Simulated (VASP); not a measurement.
## SiC: single point with LDA

Crystal: SiC.

```
Si C
1.0
     0.00000    2.17805    2.17805
     2.17805    0.00000    2.17805
     2.17805    2.17805    0.00000
Si C
1 1
Cartesian
  1.0890 1.0890 1.0890
  0.0000 0.0000 0.0000
```

- Program: VASP 6.6.1
- Task: single point
- Functional: LDA
- Potentials or basis: VASP PAW LDA potentials, release 64 (Si, C)
- Cutoff: 520 eV
- k mesh: 6 × 6 × 6
- Occupations: gaussian, width 0.01 eV
- Spin: no spin polarisation

- Pressure: -3.7 GPa
- Band gap on the k mesh: 1.30 eV (least direct gap 4.49 eV)

Levels at points of the mesh, in eV from the valence-band top:
```tsv
k point	band 2	band 3	band 4	band 5	band 6	band 7
(0.00, 0.00, 0.00)	0.00	0.00	0.00	6.30	7.19	7.19
(0.50, 0.00, 0.00)	-8.57	-1.06	-1.06	5.40	7.13	7.13
(0.50, 0.50, 0.00)	-7.82	-3.20	-3.20	1.30	4.19	13.84
```

Wall time 5.1 s on 1 thread of AMD EPYC 7R43 64-Core Processor (Zen 3) (shared host), peak memory 0.09 GiB.

Caveat: the cell stands under tension. A k mesh can miss the band edges.
